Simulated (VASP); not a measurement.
# AlGa3N4 (P-43m) in VASP: vibrations by perturbation theory with LDA

Aim: the vibrations by perturbation theory of AlGa3N4 with LDA.

All numbers are computed with VASP 6.6.1; they aren't measurements. Logs are shortened: lines on timing, memory, paths and dates and some standing lists are left out, and cuts for length are marked.

### 1 The cell of the first run

Symmetry: P-43m, No. 215, cubic system. The conventional cell has a = 4.427 Å, b = 4.427 Å, c = 4.427 Å, α = 90.00°, β = 90.00°, γ = 90.00°. Within 2.5 Å of Al (site symmetry -43m) lie 4 N at 1.88 Å. Ga (site symmetry -42m) has 4 N at 1.93 Å within 2.6 Å. Within 2.5 Å of N (site symmetry 3m) lie 1 Al at 1.88 Å and 3 Ga at 1.93 Å.

### 2 Vibrations by perturbation theory, LDA

The input, INCAR:

```
SYSTEM = AlGa3N4
PREC = Accurate
ENCUT = 520
EDIFF = 1E-8
ISMEAR = 0
SIGMA = 0.01
LREAL = .FALSE.
LASPH = .TRUE.
NELM = 80
ALGO = Normal
ISIF = 2
LWAVE = .FALSE.
LCHARG = .FALSE.
IBRION = 8
NSW = 1
LEPSILON = .TRUE.
```

The input, KPOINTS:

```
regular mesh
0
G
  6 6 6
  0 0 0
```

The input, POSCAR:

```
AlGa3N4
1.0
    4.4269993723      0.0000000000      0.0000000000
    0.0000000000      4.4269993723      0.0000000000
    0.0000000000      0.0000000000      4.4269993723
Al Ga N
1 3 4
Direct
    0.0000000000      0.0000000000      0.0000000000
    0.5000000000      0.5000000000      0.0000000000
    0.5000000000      0.0000000000      0.5000000000
    0.0000000000      0.5000000000      0.5000000000
    0.7548272205      0.7548272205      0.2451727795
    0.7548272205      0.2451727795      0.7548272205
    0.2451727795      0.7548272205      0.7548272205
    0.2451727795      0.2451727795      0.2451727795
```

Potentials or basis: VASP PAW LDA potentials, release 64 (Al, Ga_d, N).

Command:

```console
> cat potpaw_LDA.64/Al/POTCAR potpaw_LDA.64/Ga_d/POTCAR potpaw_LDA.64/N/POTCAR > POTCAR
> mpirun -np 1 vasp_std > vasp.out
```

OUTCAR:

```text
SYSTEM = AlGa3N4
   PREC = Accurate
   ENCUT = 520
   EDIFF = 1E-8
   ISMEAR = 0
   LREAL = .FALSE.
   LASPH = .TRUE.
   NELM = 80
   ISIF = 2
   IBRION = 8
   NSW = 1
   LEPSILON = .TRUE.

 ion  position               nearest neighbor table
   1  0.000  0.000  0.000-   5 1.88   6 1.88   7 1.88   8 1.88   3 3.13   4 3.13   2 3.13   3 3.13
                             4 3.13   2 3.13   4 3.13   4 3.13   2 3.13   3 3.13   3 3.13   2 3.13
   2  0.500  0.500  0.000-   5 1.93   6 1.93   7 1.93   8 1.93   1 3.13   1 3.13   1 3.13   1 3.13

   3  0.500  0.000  0.500-   5 1.93   6 1.93   7 1.93   8 1.93   1 3.13   1 3.13   1 3.13   1 3.13

   4  0.000  0.500  0.500-   5 1.93   6 1.93   7 1.93   8 1.93   1 3.13   1 3.13   1 3.13   1 3.13

   5  0.755  0.755  0.245-   1 1.88   2 1.93   3 1.93   4 1.93
   6  0.755  0.245  0.755-   1 1.88   2 1.93   3 1.93   4 1.93
   7  0.245  0.755  0.755-   1 1.88   2 1.93   3 1.93   4 1.93
   8  0.245  0.245  0.245-   1 1.88   2 1.93   3 1.93   4 1.93

  LATTYP: Found a simple cubic cell.
 ALAT       =     4.4269993723

  Lattice vectors:

 A1 = (   4.4269993723,   0.0000000000,   0.0000000000)
 A2 = (   0.0000000000,   4.4269993723,   0.0000000000)
 A3 = (   0.0000000000,   0.0000000000,   4.4269993723)

Analysis of symmetry for initial positions (statically):
=====================================================================
 Subroutine PRICEL returns:
 Original cell was already a primitive cell.

 Routine SETGRP: Setting up the symmetry group for a
 simple cubic supercell.

 Subroutine GETGRP returns: Found 24 space group operations
 (whereof 24 operations were pure point group operations)
 out of a pool of 48 trial point group operations.

The static configuration has the point symmetry T_d .

Analysis of symmetry for dynamics (positions and initial velocities):
=====================================================================
[... 1124 lines left out ...]
  1X   -21.399344   -0.000000    0.000000    4.440689   -0.000000    0.000000    4.440689   -0.000000    0.000000   -3.110624   -0.000000    0.000000    3.907147    2.644087   -2.644087    3.907147   -2.644087    2.644087    3.907147   -2.644087   -2.644087    3.907147    2.644087    2.644087
  1Y     0.000000  -21.399344    0.000000    0.000000    4.440689    0.000000    0.000000   -3.110624    0.000000    0.000000    4.440689    0.000000    2.644087    3.907147   -2.644087   -2.644087    3.907147   -2.644087   -2.644087    3.907147    2.644087    2.644087    3.907147    2.644087
  1Z    -0.000000    0.000000  -21.399344   -0.000000    0.000000   -3.110624   -0.000000    0.000000    4.440689    0.000000    0.000000    4.440689   -2.644087   -2.644087    3.907147    2.644087   -2.644087    3.907147   -2.644087    2.644087    3.907147    2.644087    2.644087    3.907147
  2X     4.415990    0.000000    0.000000  -19.397545    0.000000    0.000000   -3.305835    0.000000    0.000000    4.674238    0.000000    0.000000    3.403288    2.713353    2.454810    3.403288   -2.713353   -2.454810    3.403288   -2.713353    2.454810    3.403288    2.713353   -2.454810
  2Y     0.000000    4.415990    0.000000    0.000000  -19.397545    0.000000    0.000000    4.674238    0.000000    0.000000   -3.305835    0.000000    2.713353    3.403288    2.454810   -2.713353    3.403288    2.454810   -2.713353    3.403288   -2.454810    2.713353    3.403288   -2.454810
  2Z     0.000000    0.000000   -3.118253    0.000000    0.000000  -18.586071    0.000000    0.000000    4.680517    0.000000    0.000000    4.680517    2.460580    2.460580    3.085823   -2.460580    2.460580    3.085823    2.460580   -2.460580    3.085823   -2.460580   -2.460580    3.085823
  3X     4.415990    0.000000    0.000000   -3.305835    0.000000    0.000000  -19.397545    0.000000    0.000000    4.674238    0.000000    0.000000    3.403288   -2.454810   -2.713353    3.403288    2.454810    2.713353    3.403288    2.454810   -2.713353    3.403288   -2.454810    2.713353
  3Y     0.000000   -3.118253    0.000000    0.000000    4.680517    0.000000    0.000000  -18.586071    0.000000    0.000000    4.680517    0.000000   -2.460580    3.085823    2.460580    2.460580    3.085823    2.460580    2.460580    3.085823   -2.460580   -2.460580    3.085823   -2.460580
  3Z     0.000000    0.000000    4.415990    0.000000    0.000000    4.674238    0.000000    0.000000  -19.397545    0.000000    0.000000   -3.305835   -2.713353    2.454810    3.403288    2.713353    2.454810    3.403288   -2.713353   -2.454810    3.403288    2.713353   -2.454810    3.403288
  4X    -3.118253    0.000000    0.000000    4.680517    0.000000    0.000000    4.680517    0.000000    0.000000  -18.586071    0.000000    0.000000    3.085823   -2.460580    2.460580    3.085823    2.460580   -2.460580    3.085823    2.460580    2.460580    3.085823   -2.460580   -2.460580
  4Y     0.000000    4.415990    0.000000    0.000000   -3.305835    0.000000    0.000000    4.674238    0.000000    0.000000  -19.397545    0.000000   -2.454810    3.403288   -2.713353    2.454810    3.403288   -2.713353    2.454810    3.403288    2.713353   -2.454810    3.403288    2.713353
  4Z     0.000000    0.000000    4.415990    0.000000    0.000000    4.674238    0.000000    0.000000   -3.305835    0.000000    0.000000  -19.397545    2.454810   -2.713353    3.403288   -2.454810   -2.713353    3.403288    2.454810    2.713353    3.403288   -2.454810    2.713353    3.403288
  5X     3.912607    2.646260   -2.646260    3.409492    2.714821    2.465420    3.409492   -2.465420   -2.714821    3.096682   -2.453090    2.453090  -19.199388   -0.473585    0.473585   -0.336995   -0.043970    0.043970    2.854055    0.043906   -0.031078    2.854055    0.031078   -0.043906
  5Y     2.646260    3.912607   -2.646260    2.714821    3.409492    2.465420   -2.453090    3.096682    2.453090   -2.465420    3.409492   -2.714821   -0.473585  -19.199388    0.473585    0.043906    2.854055   -0.031078   -0.043970   -0.336995    0.043970    0.031078    2.854055   -0.043906
  5Z    -2.646260   -2.646260    3.912607    2.453090    2.453090    3.096682   -2.714821    2.465420    3.409492    2.465420   -2.714821    3.409492    0.473585    0.473585  -19.199388   -0.043906   -0.031078    2.854055   -0.031078   -0.043906    2.854055    0.043970    0.043970   -0.336995
  6X     3.912607   -2.646260    2.646260    3.409492   -2.714821   -2.465420    3.409492    2.465420    2.714821    3.096682    2.453090   -2.453090   -0.336995    0.043970   -0.043970  -19.199388    0.473585   -0.473585    2.854055   -0.031078    0.043906    2.854055   -0.043906    0.031078
  6Y    -2.646260    3.912607   -2.646260   -2.714821    3.409492    2.465420    2.453090    3.096682    2.453090    2.465420    3.409492   -2.714821   -0.043906    2.854055   -0.031078    0.473585  -19.199388    0.473585   -0.031078    2.854055   -0.043906    0.043970   -0.336995    0.043970
  6Z     2.646260   -2.646260    3.912607   -2.453090    2.453090    3.096682    2.714821    2.465420    3.409492   -2.465420   -2.714821    3.409492    0.043906   -0.031078    2.854055   -0.473585    0.473585  -19.199388   -0.043970    0.043970   -0.336995    0.031078   -0.043906    2.854055
  7X     3.912607   -2.646260   -2.646260    3.409492   -2.714821    2.465420    3.409492    2.465420   -2.714821    3.096682    2.453090    2.453090    2.854055   -0.043906   -0.031078    2.854055   -0.031078   -0.043906  -19.199388    0.473585    0.473585   -0.336995    0.043970    0.043970
  7Y    -2.646260    3.912607    2.646260   -2.714821    3.409492   -2.465420    2.453090    3.096682   -2.453090    2.465420    3.409492    2.714821    0.043970   -0.336995   -0.043970   -0.031078    2.854055    0.043906    0.473585  -19.199388   -0.473585   -0.043906    2.854055    0.031078
  7Z    -2.646260    2.646260    3.912607    2.453090   -2.453090    3.096682   -2.714821   -2.465420    3.409492    2.465420    2.714821    3.409492   -0.031078    0.043906    2.854055    0.043970   -0.043970   -0.336995    0.473585   -0.473585  -19.199388   -0.043906    0.031078    2.854055
  8X     3.912607    2.646260    2.646260    3.409492    2.714821   -2.465420    3.409492   -2.465420    2.714821    3.096682   -2.453090   -2.453090    2.854055    0.031078    0.043906    2.854055    0.043906    0.031078   -0.336995   -0.043970   -0.043970  -19.199388   -0.473585   -0.473585
  8Y     2.646260    3.912607    2.646260    2.714821    3.409492   -2.465420   -2.453090    3.096682   -2.453090   -2.465420    3.409492    2.714821    0.031078    2.854055    0.043906   -0.043970   -0.336995   -0.043970    0.043906    2.854055    0.031078   -0.473585  -19.199388   -0.473585
  8Z     2.646260    2.646260    3.912607   -2.453090   -2.453090    3.096682    2.714821   -2.465420    3.409492   -2.465420    2.714821    3.409492   -0.043970   -0.043970   -0.336995    0.031078    0.043906    2.854055    0.043906    0.031078    2.854055   -0.473585   -0.473585  -19.199388

 Eigenvectors and eigenvalues of the dynamical matrix
 ----------------------------------------------------

   1 f  =   21.335798 THz   134.056775 2PiTHz  711.685631 cm-1    88.237733 meV
             X         Y         Z           dx          dy          dz
      0.000000  0.000000  0.000000     0.000000   -0.000000   -0.000000
      2.213500  2.213500  0.000000     0.000000    0.000000   -0.000000
      2.213500  0.000000  2.213500     0.000000    0.000000    0.000000
      0.000000  2.213500  2.213500    -0.000000    0.000000    0.000000
      3.341620  3.341620  1.085380    -0.288675   -0.288675    0.288675
      3.341620  1.085380  3.341620    -0.288675    0.288675   -0.288675
      1.085380  3.341620  3.341620     0.288675   -0.288675   -0.288675
      1.085380  1.085380  1.085380     0.288675    0.288675    0.288675
[... 243 lines left out ...]
  24 f/i=    0.011147 THz     0.070040 2PiTHz    0.371831 cm-1     0.046101 meV
             X         Y         Z           dx          dy          dz
      0.000000  0.000000  0.000000    -0.000341    0.015545    0.302834
      2.213500  2.213500  0.000000    -0.000549    0.025051    0.488463
      2.213500  0.000000  2.213500    -0.000549    0.025074    0.488026
      0.000000  2.213500  2.213500    -0.000550    0.025051    0.488026
      3.341620  3.341620  1.085380    -0.000157    0.011302    0.218366
      3.341620  1.085380  3.341620    -0.000334    0.011302    0.218367
      1.085380  3.341620  3.341620    -0.000148    0.011116    0.218357
      1.085380  1.085380  1.085380    -0.000344    0.011116    0.218357

--------------------------------------------------------------------------------------------------------

 MACROSCOPIC STATIC DIELECTRIC TENSOR IONIC CONTRIBUTION
 ------------------------------------------------------
           4.068476     0.000000    -0.000000
           0.000000     4.068476    -0.000000
          -0.000000    -0.000000     4.068476
 ------------------------------------------------------

 ELASTIC MODULI CONTR FROM IONIC RELAXATION (kBar)
 Direction    XX          YY          ZZ          XY          YZ          ZX
 --------------------------------------------------------------------------------
 XX          -2.5413      0.9161      0.9161      0.0000      0.0000     -0.0000
 YY           0.9161     -2.5413      0.9161     -0.0000     -0.0000      0.0000
 ZZ           0.9161      0.9161     -2.5413      0.0000     -0.0000      0.0000
 XY           0.0000     -0.0000      0.0000   -492.3311      0.0000      0.0000
 YZ           0.0000     -0.0000     -0.0000      0.0000   -492.3311     -0.0000
 ZX          -0.0000      0.0000      0.0000      0.0000     -0.0000   -492.3311
 --------------------------------------------------------------------------------

 PIEZOELECTRIC TENSOR IONIC CONTR  for field in x, y, z        (C/m^2)
          XX          YY          ZZ          XY          YZ          ZX
  --------------------------------------------------------------------------------
  x    -0.00000     0.00000     0.00000    -0.00000     1.32611     0.00000
  y     0.00000    -0.00000    -0.00000    -0.00000     0.00000     1.32611
  z    -0.00000     0.00000    -0.00000     1.32611    -0.00000    -0.00000
```

Wall time 77 min (1 thread of Oxide Virtual Turin-like, shared host); peak memory 0.61 GiB.

Results:

| Item | Value |
| --- | --- |
| Electronic dielectric tensor (diagonal) | 5.34 |
| Born charges (mean of the diagonal) | Al +2.54; Ga +2.60; N -2.58 e |
| Highest phonon frequency at Γ, LO-TO splitting left out | 712 cm⁻¹ |

Phonon frequencies in cm⁻¹ (negative: imaginary):
```tsv
q point	frequencies
(0.000, 0.000, 0.000)	0 0 0 193 193 193 238 238 238 421 421 421 580 580 580 617 617 617 673 673 673 694 694 712
```

Electronic dielectric tensor:
```
5.34 0.00 0.00
0.00 5.34 0.00
0.00 0.00 5.34
```

Born effective charge tensors (e):
atom 1, Al
```
2.54 0.00 0.00
0.00 2.54 0.00
0.00 0.00 2.54
```
atom 2, Ga
```
2.57 0.00 0.00
0.00 2.57 0.00
0.00 0.00 2.66
```
atom 3, Ga
```
2.57 0.00 0.00
0.00 2.66 0.00
0.00 0.00 2.57
```
atom 4, Ga
```
2.66 0.00 0.00
0.00 2.57 0.00
0.00 0.00 2.57
```
atom 5, N
```
-2.58  0.06 -0.06
 0.06 -2.58 -0.06
-0.06 -0.06 -2.58
```
atom 6, N
```
-2.58 -0.06  0.06
-0.06 -2.58 -0.06
 0.06 -0.06 -2.58
```
atom 7, N
```
-2.58 -0.06 -0.06
-0.06 -2.58  0.06
-0.06  0.06 -2.58
```
atom 8, N
```
-2.58  0.06  0.06
 0.06 -2.58  0.06
 0.06  0.06 -2.58
```
